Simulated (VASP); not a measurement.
Write the native input for VASP 6.6.1 that does the following.

```yaml
Task: relaxation of cell and atoms
Functional: PBE
Potentials_or_basis: VASP PAW PBE potentials, release 64 (Ti_sv, Ta_pv)
Cutoff: 600 eV
k_mesh: 12 × 12 × 12
Occupations: gaussian, width 0.1 eV
Spin: collinear spin
Starting_moments: "[0.35, 0.14, 0.14, 0.0] μB"
Dipole_correction: no
Further_INCAR_settings: ALGO = Normal; EDIFF = 1e-07; IBRION = 2; EDIFFG = -0.01; NSW = 100; ISIF = 3
```

The structure of Ta3Ti lies in POSCAR:

```
Ta3Ti
1.0
    0.0000000000      3.3004961692      3.3004961692
    3.3004961692      0.0000000000      3.3004961692
    3.3004961692      3.3004961692      0.0000000000
Ti Ta
1 3
Direct
    0.0000000000      0.0000000000      0.0000000000
    0.2500000000      0.2500000000      0.2500000000
    0.7500000000      0.7500000000      0.7500000000
    0.5000000000      0.5000000000      0.5000000000
```

The cell was generated, and may not be a known phase.

One way to write it, as run:

INCAR

```
SYSTEM = Ta3Ti
  ALGO = Normal
  EDIFF = 1E-7
  EDIFFG = -0.01
  ENCUT = 600
  GGA = PE
  IBRION = 2
  ISIF = 3
  ISMEAR = 0
  ISPIN = 2
  LASPH = .TRUE.
  LCHARG = .FALSE.
  LMAXMIX = 4
  LORBIT = 11
  LREAL = .FALSE.
  LUSENCCL = .FALSE.
  LWAVE = .FALSE.
  MAGMOM = 0.35 0.14 0.14 0
  NELM = 150
  NSW = 100
  PREC = Accurate
  SIGMA = 0.1
```

KPOINTS

```
k-points
0
G
  12 12 12
  0 0 0
```

Potentials or basis: VASP PAW PBE potentials, release 64 (Ti_sv, Ta_pv).

Run with:

```bash
$ cat potpaw_PBE.64/Ti_sv/POTCAR potpaw_PBE.64/Ta_pv/POTCAR > POTCAR
$ mpirun -np 1 vasp_std > vasp.out
```

It gave:

The pressure after relaxing is 0.0 GPa. The net moment is 0.00 μB per cell and the valence electrons inside the program's atomic spheres are Ti 10.30; Ta 8.87, 8.95 (each value once).

Caveat: the relaxation stopped at its first step, so nothing moved.

Run time: 10 min on 1 × NVIDIA H100 80GB with 1 thread of AMD EPYC 7R13 Processor (Zen 3), on a shared host, peak memory 1.5 GiB.
